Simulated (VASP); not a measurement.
Here is a VASP 6.6.1 calculation.

INCAR

```
SYSTEM = Br
  PREC = Accurate
  ENCUT = 520
  EDIFF = 1E-6
  ISMEAR = -1
  SIGMA = 0.05
  LREAL = .FALSE.
  LASPH = .TRUE.
  NELM = 60
  ALGO = Normal
  ISIF = 2
  LWAVE = .FALSE.
  LCHARG = .FALSE.
  GGA = PS
  NBANDS = 22
```

Contents of KPOINTS:

```
Automatic mesh
0
G
  5 5 2
  0 0 0
```

The input POSCAR:

```
Br
1.0
    3.3632500000     -2.3225500000      0.0000000000
    3.3632500000      2.3225500000      0.0000000000
    0.0000000000      0.0000000000      8.7023000000
Br
4
Direct
    0.3651000000      0.6349000000      0.3901000000
    0.1349000000      0.8651000000      0.8901000000
    0.6349000000      0.3651000000      0.6099000000
    0.8651000000      0.1349000000      0.1099000000
```

Potentials or basis: VASP PAW PBE potentials, release 64 (Br).

Run with:

```sh
$ cat potpaw_PBE.64/Br/POTCAR > POTCAR
$ mpirun -np 1 vasp_std > vasp.out
```

Task: Predict the band gap on the k mesh.

Result: 1.84 eV, indirect (least direct gap 1.86 eV).

Task: Estimate the pressure.

Result: 0.2 GPa.

Task: Predict the largest force.

Result: 0.746 eV/Å.

Stress tensor (GPa, compression positive):
```
 0.03  0.00  0.00
 0.00 -0.46  0.00
 0.00  0.00  0.89
```

Caveat: the PAW data sets were made with another functional, which shifts forces and pressure a little. A k mesh can miss the band edges.
